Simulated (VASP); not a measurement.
Write the native input for VASP 6.6.1 that does the following.

```yaml
Task: single point
Functional: HSE06
Potentials_or_basis: VASP PAW PBE potentials, release 64 (Mg, O)
Cutoff: 520 eV
k_mesh: 8 × 8 × 8
Occupations: gaussian, width 0.01 eV
Spin: no spin polarisation
Dipole_correction: no
Grid_for_exact_exchange_PRECFOCK: Normal
Further_INCAR_settings: ALGO = Normal; EDIFF = 1e-06; NBANDS = 11
Share_of_exact_exchange: 0.25
Screening_parameter: 0.2079 1/Å
```

The system is MgO.

```
Mg O
1.0
     0.00000    2.10217    2.06012
     2.10217    0.00000    2.06012
     2.10217    2.10217    0.00000
Mg O
1 1
Cartesian
  0.0000 0.0000 0.0000
  2.1022 2.1022 2.0601
```

This cell differs from its parent crystal: uniaxial z strain -2.0%.

One way to write it, as run:

POSCAR

```
MgO
1.0
    0.0000000000      2.1021674155      2.0601240671
    2.1021674155      0.0000000000      2.0601240671
    2.1021674155      2.1021674155      0.0000000000
Mg O
1 1
Direct
    0.0000000000      0.0000000000      0.0000000000
    0.5000000000      0.5000000000      0.5000000000
```

INCAR.step1

```
PREC = Accurate
ENCUT = 520
EDIFF = 1E-5
ISMEAR = 0
SIGMA = 0.01
LREAL = F
LASPH = T
NELM = 80
ALGO = Normal
ISIF = 2
LWAVE = T
LCHARG = F
NBANDS = 11
GGA = PE
```

INCAR.step2

```
PREC = Accurate
ENCUT = 520
EDIFF = 1E-6
ISMEAR = 0
SIGMA = 0.01
LREAL = F
LASPH = T
NELM = 80
ALGO = Normal
ISIF = 2
LWAVE = F
LCHARG = F
GGA = PE
LHFCALC = T
HFSCREEN = 0.2079
PRECFOCK = Normal
NBANDS = 11
ISTART = 1
```

KPOINTS

```
regular mesh
0
Gamma
  8 8 8
```

Potentials or basis: VASP PAW PBE potentials, release 64 (Mg, O).

Command:

```console
$ cat potpaw_PBE.64/Mg/POTCAR potpaw_PBE.64/O/POTCAR > POTCAR
$ cp INCAR.step1 INCAR
$ mpirun -np 1 vasp_std > vasp.out
$ cp INCAR.step2 INCAR
$ mpirun -np 1 vasp_std > vasp.out
```

Results of the run:

| Item | Value |
| --- | --- |
| Pressure | 3.0 GPa |
| Band gap on the k mesh | 6.69 eV |

Caveat: the cell differs from its parent crystal (uniaxial z strain -2.0%); the cell stands under pressure; the PAW data sets were made with another functional, which shifts forces and pressure a little.

Wall time 59 min on 1 thread of Intel(R) Xeon(R) Platinum 8259CL CPU @ 2.50GHz (Skylake/Cascade Lake) (shared host), peak memory 0.27 GiB.
